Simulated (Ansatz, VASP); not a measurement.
## One calculation of As, two programs

```
CELL_PARAMETERS angstrom
1.88080 1.08588 3.51406
-1.88080 1.08588 3.51406
0.00000 -2.17176 3.51406
ATOMIC_POSITIONS crystal
As 0.80140 0.75140 0.75140
As 0.19860 0.24860 0.24860
```

Change from the starting cell: shortest bond scaled by 1.1, LAPW.

Alike in both runs: task single point; functional PBEsol; k mesh 10 × 10 × 10; occupations fermi-dirac, width 0.05 eV; no spin polarisation.

```csv
,VASP,Ansatz
version,VASP 6.6.1,Ansatz 0.2.0
potentials or method,"VASP PAW PBE potentials, release 64 (As), cutoff 520 eV","all-electron LAPW, scalar-relativistic"
```

VASP gave:

| Property | Result |
| --- | --- |
| pressure (GPa) | -1.3 |
| traceless stress, the component that is largest in VASP (GPa) | 3.05 |
| rms of the force components (eV/Å) | 0.326 |

Q: What did Ansatz give for the same quantities?

A: Pressure (GPa): -1.6; traceless stress, the component that is largest in VASP (GPa): 2.99; rms of the force components (eV/Å): 0.324.

VASP's potentials were made for PBE, not for PBEsol. Atom by atom the forces differ by 0.036 eV/Å (rms over components). Ansatz ran all-electron here, and VASP with PAW potentials.
